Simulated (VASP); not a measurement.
A run of VASP 6.6.1:

File INCAR:

```
SYSTEM = Cs
PREC = Accurate ; ENCUT = 520
EDIFF = 1E-6 ; ISMEAR = 0
SIGMA = 0.15 ; LREAL = .False.
LASPH = .True. ; NELM = 100
ALGO = Normal ; ISIF = 2
LWAVE = .False. ; LCHARG = .False.
GGA = CA ; NBANDS = 10
```

File KPOINTS:

```
regular mesh
0
Gamma
  10 10 10
  0 0 0
```

File POSCAR:

```
Cs
1.0
    0.0000000000      3.9483357400      3.8298856678
    3.9483357400      0.0000000000      3.8298856678
    3.9483357400      3.9483357400      0.0000000000
Cs
1
Direct
    0.0000000000      0.0000000000      0.0000000000
```

Potentials or basis: VASP PAW LDA potentials, release 64 (Cs_sv).

Command:

```bash
$ cat potpaw_LDA.64/Cs_sv/POTCAR > POTCAR
$ mpirun -np 1 vasp_std > vasp.out
```

Hardware: 1 thread of Intel(R) Xeon(R) Platinum 8488C (Sapphire Rapids), on a shared host.

Estimate the wall time of this run.

Wall time 52 s on 1 thread of Intel(R) Xeon(R) Platinum 8488C (Sapphire Rapids), with other jobs on the host, peak memory 0.27 GiB. Counts: scf iterations 10, k points 102.
